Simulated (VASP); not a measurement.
# TaH5 (P4/mmm) in VASP: further runs

The runs below take TaH5 through single point, relaxation of cell and atoms, with PBE.

Everything below comes from runs of VASP 6.6.1. Logs are shortened: lines on timing, memory, paths and dates and some standing lists are left out, and cuts for length are marked.

**1. The cell of the first run**

It takes space group P4/mmm (No. 123, tetragonal). Conventional cell: a = 3.039 Å, b = 3.039 Å, c = 3.507 Å, α = 90.00°, β = 90.00°, γ = 90.00°. Within 2.8 Å of Ta (site symmetry 4/mmm) lie 20 H at 2.15 to 2.41 Å. H (site symmetry m2m) has 3 H at 1.22 to 1.31 Å within 1.6 Å. Within 2.6 Å of H (site symmetry 4/mmm) lie 8 H at 1.95 Å and 4 Ta at 2.15 Å.

The cell was generated, and may not be a known phase.

**2. Single point, PBE**

Input file INCAR:

```
ALGO     = Normal         # electronic algorithm
EDIFF    = 1E-7           # SCF threshold, eV
ENCUT    = 520            # plane-wave cutoff, eV
GGA      = PE             # functional
ISIF     = 2              # what is computed and relaxed
ISMEAR   = 0              # smearing method
LASPH    = True           # aspherical terms in the spheres
LCHARG   = False          # write CHGCAR
LREAL    = False          # projectors in reciprocal space
LWAVE    = False          # write WAVECAR
NBANDS   = 17             # bands
NELM     = 80             # most SCF steps
PREC     = Accurate       # precision mode
SIGMA    = 0.1            # smearing width, eV
```

Input file KPOINTS:

```
k-points
0
Gamma
  4 4 4
```

Input file POSCAR:

```
TaH5
1.0
    3.0390963171      0.0000000000      0.0000000000
    0.0000000000      3.0390963171      0.0000000000
    0.0000000000      0.0000000000      3.5067298962
Ta H
1 5
Direct
    0.0000000000      0.0000000000      0.0000000000
    0.7840893835      0.5000000000      0.5000000000
    0.2159106165      0.5000000000      0.5000000000
    0.5000000000      0.7840893835      0.5000000000
    0.5000000000      0.2159106165      0.5000000000
    0.5000000000      0.5000000000      0.0000000000
```

Potentials or basis: VASP PAW PBE potentials, release 64 (Ta_pv, H).

Run with:

```console
$ cat potpaw_PBE.64/Ta_pv/POTCAR potpaw_PBE.64/H/POTCAR > POTCAR
$ mpirun -np 1 vasp_std > vasp.out
```

OUTCAR:

```text
EDIFF = 1E-7
   ENCUT = 520
   GGA = PE
   ISIF = 2
   ISMEAR = 0
   LASPH = True
   LREAL = False
   NELM = 80
   PREC = Accurate

 ion  position               nearest neighbor table
   1  0.000  0.000  0.000-   6 2.15   6 2.15   6 2.15   6 2.15
   2  0.784  0.500  0.500-
   3  0.216  0.500  0.500-
   4  0.500  0.784  0.500-
   5  0.500  0.216  0.500-
   6  0.500  0.500  0.000-   1 2.15   1 2.15   1 2.15   1 2.15

  LATTYP: Found a simple tetragonal cell.
 ALAT       =     3.0390963171
 C/A-ratio  =     1.1538725760

  Lattice vectors:

 A1 = (   3.0390963171,   0.0000000000,   0.0000000000)
 A2 = (   0.0000000000,   3.0390963171,   0.0000000000)
 A3 = (   0.0000000000,   0.0000000000,   3.5067298962)

Analysis of symmetry for initial positions (statically):
=====================================================================
 Subroutine PRICEL returns:
 Original cell was already a primitive cell.

 Routine SETGRP: Setting up the symmetry group for a
 simple tetragonal supercell.

 Subroutine GETGRP returns: Found 16 space group operations
 (whereof 16 operations were pure point group operations)
 out of a pool of 16 trial point group operations.

The static configuration has the point symmetry D_4h.

Analysis of symmetry for dynamics (positions and initial velocities):
=====================================================================
 Subroutine PRICEL returns:
 Original cell was already a primitive cell.

 Routine SETGRP: Setting up the symmetry group for a
 simple tetragonal supercell.

 Subroutine GETGRP returns: Found 16 space group operations
 (whereof 16 operations were pure point group operations)
 out of a pool of 16 trial point group operations.

The dynamic configuration has the point symmetry D_4h.

 Subroutine INISYM returns: Found 16 space group operations
 (whereof 16 operations are pure point group operations),
 and found     1 'primitive' translations

----------------------------------------------------------------------------------------

                                     Primitive cell

  volume of cell :      32.3885

  direct lattice vectors                    reciprocal lattice vectors
     3.039096317  0.000000000  0.000000000     0.329045182  0.000000000  0.000000000
     0.000000000  3.039096317  0.000000000     0.000000000  0.329045182  0.000000000
     0.000000000  0.000000000  3.506729896     0.000000000  0.000000000  0.285165961

  length of vectors
     3.039096317  3.039096317  3.506729896     0.329045182  0.329045182  0.285165961

  position of ions in fractional coordinates (direct lattice)
     0.000000000  0.000000000  0.000000000
     0.784089384  0.500000000  0.500000000
     0.215910616  0.500000000  0.500000000
     0.500000000  0.784089384  0.500000000
     0.500000000  0.215910616  0.500000000
     0.500000000  0.500000000  0.000000000

  ion indices of the primitive-cell ions
   primitive index   ion index
                 1           1
                 2           2
                 3           3
                 4           4
                 5           5
                 6           6

----------------------------------------------------------------------------------------

 KPOINTS: k-points

Automatic generation of k-mesh.
 Grid dimensions read from file:
 generate k-points for:    4    4    4

 Generating k-lattice:

  Cartesian coordinates                     Fractional coordinates (reciprocal lattice)
     0.082261295  0.000000000  0.000000000     0.250000000  0.000000000  0.000000000
     0.000000000  0.082261295  0.000000000     0.000000000  0.250000000  0.000000000
     0.000000000  0.000000000  0.071291490     0.000000000  0.000000000  0.250000000

  Length of vectors
     0.082261295  0.082261295  0.071291490

  Shift w.r.t. Gamma in fractional coordinates (k-lattice)
     0.000000000  0.000000000  0.000000000

 Subroutine IBZKPT returns following result:
 ===========================================

 Found     18 irreducible k-points:

 Following reciprocal coordinates:
            Coordinates               Weight
  0.000000  0.000000  0.000000      1.000000
  0.250000  0.000000  0.000000      4.000000
  0.500000  0.000000  0.000000      2.000000
  0.250000  0.250000  0.000000      4.000000
  0.500000  0.250000  0.000000      4.000000
  0.500000  0.500000  0.000000      1.000000
[... 10 lines left out ...]
  0.500000  0.250000  0.500000      4.000000
  0.500000  0.500000  0.500000      1.000000
   k-points           NKPTS =     18   k-points in BZ     NKDIM =     18   number of bands    NBANDS=     17
   number of dos      NEDOS =    301   number of ions     NIONS =      6
   total plane-waves  NPLWV =  16128
   dimension x,y,z NGX =    24 NGY =   24 NGZ =   28
   dimension x,y,z NGXF=    48 NGYF=   48 NGZF=   56
   ions per type =               1   5
   NGX,Y,Z   is equivalent  to a cutoff of  13.13, 13.13, 13.27 a.u.
   NGXF,Y,Z  is equivalent  to a cutoff of  26.26, 26.26, 26.55 a.u.
 SYSTEM =  unknown system
   PREC   = accura    normal or accurate (medium, high low for compatibility)
   ISTART =      0    job   : 0-new  1-cont  2-samecut
   ICHARG =      2    charge: 1-file 2-atom 10-const
   ISPIN  =      1    spin polarized calculation?
   LNONCOLLINEAR =      F non collinear calculations
   LSORBIT =      F    spin-orbit coupling
   LASPH  =      T    aspherical Exc in radial PAW
   ENCUT  =  520.0 eV  38.22 Ry    6.18 a.u.   5.65  5.65  6.52*2*pi/ulx,y,z
   NELM   =     80;   NELMIN=  2; NELMDL= -5     # of ELM steps
   EDIFF  = 0.1E-06   stopping-criterion for ELM
   LREAL  =      F    real-space projection
   EDIFFG = 0.1E-05   stopping-criterion for IOM
   NSW    =      0    number of steps for IOM
   IBRION =     -1    ionic relax: 0-MD 1-quasi-New 2-CG
   NFREE  =      0    steps in history (QN), initial steepest desc. (CG)
   ISIF   =      2    stress and relaxation
   ISYM   =      2    0-nonsym 1-usesym 2-fastsym
   POTIM  = 0.5000    time-step for ionic-motion
   TEBEG  =    0.0;   TEEND  =   0.0 temperature during run
   PSTRESS=    0.0 pullay stress
   NELECT =      16.0000    total number of electrons
   NUPDOWN=      -1.0000    fix difference up-down
   EMIN   =  10.00;   EMAX   =-10.00  energy-range for DOS
   EFERMI =   0.00;   METHOD = LEGACY
   ISMEAR =     0;   SIGMA  =   0.10  broadening in eV -4-tet -1-fermi 0-gaus
   EFERMI_NEDOS =   21; number of points for ismear=-14 and -15
   IALGO  =     38    algorithm
   IMIX   =      4    mixing-type and parameters
     AMIX     =   0.40;   BMIX     =  1.00
     AMIX_MAG =   1.60;   BMIX_MAG =  1.00
  volume/ion in A,a.u.               =       5.40        36.43
  Fermi-wavevector in a.u.,A,eV,Ry     =   1.294149  2.445588 22.787345  1.674823
  Thomas-Fermi vector in A             =   2.425750
   LORBIT       =      0    0 simple, 1 ext, 2 COOP (PROOUT), +10 PAW based schemes
   GGA     = PE    functional components
   LHFCALC =     F    Hartree Fock is set to
   AEXX    =    0.0000 exact exchange contribution
   IVDW    =     0    specifies the selected vdW correction
   LEPSILON=     F    determine dielectric tensor
   LRPA    =     F    only Hartree local field effects (RPA)
 non-spin polarized calculation
 Gauss-broadening in eV      SIGMA  =   0.10
  energy-cutoff  :      520.00
  volume of cell :       32.39
 maximum number of plane-waves:       882
 NGX is ok and might be reduce to    24
   NGX = 11   NGY = 11   NGZ = 13

 number of electron      16.0000001 magnetization

 Free energy of the ion-electron system (eV)
  ---------------------------------------------------
  ext. energy  EPLUGINS =         0.00000000
  ---------------------------------------------------
  free energy    TOTEN  =       -24.08115756 eV

  energy without entropy =      -24.06139238  energy(sigma->0) =      -24.07127497

 E-fermi :   5.1217     XC(G=0): -11.9000

 val. band max:        5.1083152302   @ k =   0.2500   0.0000   0.5000
 cond. band min:       5.1220741331   @ k =   0.0000   0.0000   0.2500
 fundamental gap:      0.0137589029
 Fermi energy:         5.1216638709

 k-point     1 :       0.0000    0.0000    0.0000
  band No.  band energies     occupation
      1     -29.9416      2.00000
      2     -29.5062      2.00000
      3     -29.5062      2.00000
      4      -9.3048      2.00000
      5      -0.7634      2.00000
      6       1.5104      2.00000
[... 9 lines left out ...]
     16      18.5229      0.00000
     17      20.9419      0.00000

 k-point     2 :       0.2500    0.0000    0.0000
  band No.  band energies     occupation
      1     -29.9181      2.00000
      2     -29.7532      2.00000
      3     -29.4845      2.00000
      4      -8.2456      2.00000
      5      -0.4356      2.00000
      6       0.4955      2.00000
[... 9 lines left out ...]
     16      18.5264      0.00000
     17      19.4692      0.00000

 k-point     3 :       0.5000    0.0000    0.0000
  band No.  band energies     occupation
      1     -29.9902      2.00000
      2     -29.8945      2.00000
      3     -29.4627      2.00000
      4      -6.1897      2.00000
      5      -3.7258      2.00000
      6       3.1157      2.00000
[... 9 lines left out ...]
     16      16.6959      0.00000
     17      18.1078      0.00000

 k-point     4 :       0.2500    0.2500    0.0000
  band No.  band energies     occupation
      1     -29.8953      2.00000
      2     -29.7328      2.00000
      3     -29.7136      2.00000
      4      -7.3082      2.00000
      5      -0.1148      2.00000
      6       0.2101      2.00000
[... 9 lines left out ...]
     16      18.1895      0.00000
     17      18.6214      0.00000
[... 223 lines left out ...]
      1     -30.0123      2.00000
      2     -29.7172      2.00000
      3     -29.7000      2.00000
      4      -6.3487      2.00000
      5      -1.5386      2.00000
      6      -0.3845      2.00000
[... 9 lines left out ...]
     16      15.7174      0.00000
     17      18.5231      0.00000

 k-point    17 :       0.5000    0.2500    0.5000
  band No.  band energies     occupation
      1     -29.9817      2.00000
      2     -29.9331      2.00000
      3     -29.6798      2.00000
      4      -5.2637      2.00000
      5      -1.9596      2.00000
      6      -1.0501      2.00000
[... 9 lines left out ...]
     16      17.9540      0.00000
     17      18.5201      0.00000

 k-point    18 :       0.5000    0.5000    0.5000
  band No.  band energies     occupation
      1     -29.9530      2.00000
      2     -29.8974      2.00000
      3     -29.8974      2.00000
      4      -2.4429      2.00000
      5      -2.2837      2.00000
      6      -2.2837      2.00000
[... 9 lines left out ...]
     16      14.7151      0.00000
     17      18.5338      0.00000

------------------------ aborting loop because EDIFF is reached ----------------------------------------

  FORCE on cell =-STRESS in cart. coord.  units (eV):
  Direction    XX          YY          ZZ          XY          YZ          ZX
  --------------------------------------------------------------------------------------
  -------------------------------------------------------------------------------------
  Total       -0.0845473     -0.0845473      0.0220198      0.0000000      0.0000000      0.0000000
  in kB       -4.1823398     -4.1823398      1.0892653      0.0000000      0.0000000      0.0000000
  external PRESSURE =      -2.4251381 kB  Pullay stress =       0.0000000 kB

 VOLUME and BASIS-vectors are now :
 -----------------------------------------------------------------------------
  energy-cutoff  :      520.00
  volume of cell :       32.39
      direct lattice vectors                 reciprocal lattice vectors
     3.039096317  0.000000000  0.000000000     0.329045182  0.000000000  0.000000000
     0.000000000  3.039096317  0.000000000     0.000000000  0.329045182  0.000000000
     0.000000000  0.000000000  3.506729896     0.000000000  0.000000000  0.285165961

 POSITION                                       TOTAL-FORCE (eV/Angst)
 -----------------------------------------------------------------------------------
      0.00000      0.00000      0.00000         0.000000      0.000000      0.000000
      2.38292      1.51955      1.75336         0.030742     -0.000000      0.000000
      0.65617      1.51955      1.75336        -0.030742     -0.000000     -0.000000
      1.51955      2.38292      1.75336         0.000000      0.030742     -0.000000
      1.51955      0.65617      1.75336         0.000000     -0.030742      0.000000
      1.51955      1.51955      0.00000         0.000000      0.000000      0.000000
 -----------------------------------------------------------------------------------
    total drift:                                0.000000     -0.000000      0.000000

  FREE ENERGIE OF THE ION-ELECTRON SYSTEM (eV)
  ---------------------------------------------------
  free  energy   TOTEN  =       -24.0811575578 eV

  energy  without entropy=      -24.0613923798  energy(sigma->0) =      -24.07127497
```

Run time: 4.3 s. Hardware: 1 thread of AMD EPYC 9R45 (Zen 5), shared host; peak memory 0.11 GiB.

What came out:

| Item | Value |
| --- | --- |
| Free energy | -24.0812 eV |
| Pressure | -0.2 GPa |
| Largest force | 0.031 eV/Å |
| Band gap on the k mesh | zero (bands 8 and 9 overlap by 3.73 eV) |

Forces in eV/Å, atoms in the order of the input:
```
Ta   0.000  0.000  0.000
H    0.031  0.000  0.000
H   -0.031  0.000  0.000
H    0.000  0.031  0.000
H    0.000 -0.031  0.000
H    0.000  0.000  0.000
```

Stress tensor (GPa, compression positive):
```
-0.42  0.00  0.00
 0.00 -0.42  0.00
 0.00  0.00  0.11
```

Levels at points of the mesh, in eV from the Fermi level:
| k point | band 4 | band 5 | band 6 | band 7 | band 8 | band 9 | band 10 | band 11 | band 12 | band 13 |
| --- | --- | --- | --- | --- | --- | --- | --- | --- | --- | --- |
| (0.00, 0.00, 0.00) | -14.43 | -5.89 | -3.61 | 1.81 | 1.81 | 2.38 | 2.38 | 2.57 | 3.37 | 3.40 |
| (0.50, 0.00, 0.00) | -11.31 | -8.85 | -2.01 | -1.84 | -1.41 | -0.56 | 2.79 | 4.43 | 5.65 | 5.91 |
| (0.50, 0.50, 0.00) | -9.99 | -6.12 | -6.12 | -2.49 | -2.46 | -0.31 | -0.31 | 5.35 | 7.38 | 8.52 |
| (0.00, 0.00, 0.50) | -12.68 | -8.71 | -2.21 | -0.76 | -0.76 | 0.87 | 2.21 | 3.53 | 6.64 | 6.64 |
| (0.50, 0.00, 0.50) | -11.36 | -6.77 | -4.94 | -3.14 | 0.76 | 1.43 | 2.24 | 2.87 | 3.30 | 6.30 |
| (0.50, 0.50, 0.50) | -7.56 | -7.41 | -7.41 | -7.07 | 3.06 | 3.32 | 4.14 | 4.14 | 5.04 | 5.04 |

Caveat: the k points lie up to 0.52 Å⁻¹ apart, too coarse for converged energies and pressures of a metal; spin-orbit coupling is left out, which moves the levels of the heavy elements.

**3. Single point, PBE**

This run uses another cell than the first one, of 11.06 Å³/atom.

Input file INCAR:

```
SYSTEM = TaH5
ALGO = Normal ; EDIFF = 1E-6
ENCUT = 520 ; GGA = PE
ISIF = 2 ; ISMEAR = 0
LASPH = .TRUE. ; LCHARG = .FALSE.
LREAL = .FALSE. ; LWAVE = .FALSE.
NBANDS = 17 ; NELM = 60
PREC = Accurate ; SIGMA = 0.1
```

Input file KPOINTS:

```
k-points
0
G
  4 4 4
  0 0 0
```

Input file POSCAR:

```
TaH5
1.0
    3.8053629500      0.0000000000      0.0000000000
    0.0000000000      3.8053629500      0.0000000000
    0.0000000000      0.0000000000      4.5814480200
Ta H
1 5
Direct
    0.0000000000      0.0000000000      0.0000000000
    0.7951586600      0.5000000000      0.5000000000
    0.2048413400      0.5000000000      0.5000000000
    0.5000000000      0.7951586600      0.5000000000
    0.5000000000      0.2048413400      0.5000000000
    0.5000000000      0.5000000000      0.0000000000
```

Potentials or basis: VASP PAW PBE potentials, release 64 (Ta_pv, H).

Run with:

```console
$ cat potpaw_PBE.64/Ta_pv/POTCAR potpaw_PBE.64/H/POTCAR > POTCAR
$ mpirun -np 1 vasp_std > vasp.out
```

Wall time 7.7 s (1 thread of AMD EPYC 9R45 (Zen 5), shared host); peak memory 0.14 GiB.

It converged, with:

```yaml
Free_energy: -19.1385 eV
Pressure: -26.2 GPa
Largest_force: 0.101 eV/Å
Band_gap_on_the_k_mesh: zero (bands 8 and 9 overlap by 1.06 eV)
```

Forces on the atoms (eV/Å):
```
Ta   0.000  0.000  0.000
H   -0.101  0.000  0.000
H    0.101  0.000  0.000
H    0.000 -0.101  0.000
H    0.000  0.101  0.000
H    0.000  0.000  0.000
```

Stress tensor (GPa, compression positive):
```
-31.28   0.00   0.00
  0.00 -31.28   0.00
  0.00   0.00 -15.98
```

Levels at points of the mesh, in eV from the Fermi level:
```
           k point  band 6  band 7  band 8  band 9  band 10  band 11
(0.00, 0.00, 0.00)   -1.65    0.57    0.67    0.67     1.16     1.38
(0.50, 0.00, 0.00)   -1.66   -0.99   -0.56   -0.07     0.78     1.29
(0.50, 0.50, 0.00)   -3.90   -1.73   -1.22   -0.22    -0.22     1.77
(0.00, 0.00, 0.50)   -0.96   -0.18   -0.18    0.21     0.23     1.18
(0.50, 0.00, 0.50)   -3.11   -2.01    0.31    0.44     0.51     0.68
(0.50, 0.50, 0.50)   -4.01   -3.65    0.59    1.37     1.37     1.78
```

Caveat: the k points lie up to 0.41 Å⁻¹ apart, too coarse for converged energies and pressures of a metal; spin-orbit coupling is left out, which moves the levels of the heavy elements.

**4. Single point, PBE**

This run uses another cell than the first one, of 5.17 Å³/atom.

Input file INCAR:

```
PREC = Accurate
ENCUT = 520
EDIFF = 1E-6
ISMEAR = 0
SIGMA = 0.1
LREAL = F
LASPH = T
NELM = 80
ALGO = Normal
ISIF = 2
LWAVE = F
LCHARG = T
GGA = PE
LELF = T
LVHAR = T
NBANDS = 17
```

Input file KPOINTS:

```
Automatic mesh
0
Gamma
  6 6 6
```

Input file POSCAR:

```
TaH5
1.0
    3.1176438739      0.0000000000      0.0000000000
    0.0000000000      3.1176438739      0.0000000000
    0.0000000000      0.0000000000      3.1886477016
Ta H
1 5
Direct
    0.0000000000      0.0000000000      0.0000000000
    0.7764661309      0.5000000000      0.5000000000
    0.2235338691      0.5000000000      0.5000000000
    0.5000000000      0.7764661309      0.5000000000
    0.5000000000      0.2235338691      0.5000000000
    0.5000000000      0.5000000000      0.0000000000
```

Run with:

```console
$ cat potpaw_PBE.64/Ta_pv/POTCAR potpaw_PBE.64/H/POTCAR > POTCAR
$ mpirun -np 1 vasp_std > vasp.out
```

Wall time 7.4 s (1 thread of AMD EPYC 9R45 (Zen 5), shared host); peak memory 0.12 GiB.

It converged, with:

```yaml
Free_energy: -24.4276 eV
Pressure: -0.2 GPa
Largest_force: 0.015 eV/Å
Band_gap_on_the_k_mesh: zero (bands 8 and 9 overlap by 4.09 eV)
```

Forces on the atoms (eV/Å):
```
Ta   0.000  0.000  0.000
H   -0.015  0.000  0.000
H    0.015  0.000  0.000
H    0.000 -0.015  0.000
H    0.000  0.015  0.000
H    0.000  0.000  0.000
```

Stress tensor (GPa, compression positive):
```
-0.21  0.00  0.00
 0.00 -0.21  0.00
 0.00  0.00 -0.13
```

Levels at points of the mesh, in eV from the Fermi level:
| k point | band 4 | band 5 | band 6 | band 7 | band 8 | band 9 | band 10 | band 11 | band 12 | band 13 |
| --- | --- | --- | --- | --- | --- | --- | --- | --- | --- | --- |
| (0.00, 0.00, 0.00) | -14.98 | -5.30 | -4.54 | 0.61 | 0.61 | 2.16 | 2.16 | 2.36 | 2.36 | 4.93 |
| (0.50, 0.00, 0.00) | -12.00 | -9.45 | -2.54 | -1.89 | -0.95 | -0.89 | 2.49 | 3.79 | 4.60 | 6.00 |
| (0.50, 0.50, 0.00) | -11.13 | -6.52 | -6.52 | -3.50 | -1.13 | -0.03 | -0.03 | 4.19 | 5.98 | 7.39 |
| (0.00, 0.00, 0.50) | -12.58 | -8.82 | -2.54 | -2.03 | -2.03 | 0.51 | 2.67 | 3.71 | 6.24 | 6.24 |
| (0.50, 0.00, 0.50) | -11.80 | -6.67 | -5.35 | -3.46 | 0.16 | 0.18 | 1.87 | 2.19 | 3.84 | 5.71 |
| (0.50, 0.50, 0.50) | -8.23 | -8.00 | -8.00 | -7.24 | 3.20 | 3.67 | 3.67 | 3.99 | 4.35 | 5.93 |

Caveat: spin-orbit coupling is left out, which moves the levels of the heavy elements.

(Part 1 of 2 ends here.)

The gap in the log of VASP goes by the Fermi energy; the results here count the filled bands.